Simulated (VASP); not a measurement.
# Ge: single point with PBEsol

The system is Ge.

```xyz
2
Lattice="-2.5703 2.5703 1.3916 2.5703 -2.5703 1.3916 2.5703 2.5703 -1.3916" Properties=species:S:1:pos:R:3 pbc="T T T"
Ge    0.0000    0.0000    1.3916
Ge    2.5703    0.0000    0.6958
```

```json
{
  "Program": "VASP 6.6.1",
  "Task": "single point",
  "Functional": "PBEsol",
  "Potentials or basis": "VASP PAW PBE potentials, release 64 (Ge_d)",
  "Cutoff": "520 eV",
  "k mesh": "11 × 11 × 11",
  "Occupations": "fermi-dirac, width 0.05 eV",
  "Spin": "no spin polarisation",
  "Dipole correction": "no",
  "Further INCAR settings": "ALGO = Normal; EDIFF = 1e-06; NBANDS = 21"
}
```

| Property | Result |
| --- | --- |
| Pressure | -0.1 GPa |
| Band gap on the k mesh | zero (band 14 reaches 8.47 eV, above the bottom of band 15 at 3.73 eV) |

Levels at points of the mesh, in eV from the Fermi level:
| k point | band 12 | band 13 | band 14 | band 15 | band 16 | band 17 |
| --- | --- | --- | --- | --- | --- | --- |
| (0.00, 0.00, 0.00) | -4.10 | -2.40 | -2.40 | 3.19 | 7.59 | 7.59 |

Run time: 39 s on 1 thread of Intel(R) Xeon(R) 6975P-C (Granite Rapids), on a shared host, peak memory 0.22 GiB.

Caveat: the PAW data sets were made with another functional, which shifts forces and pressure a little.
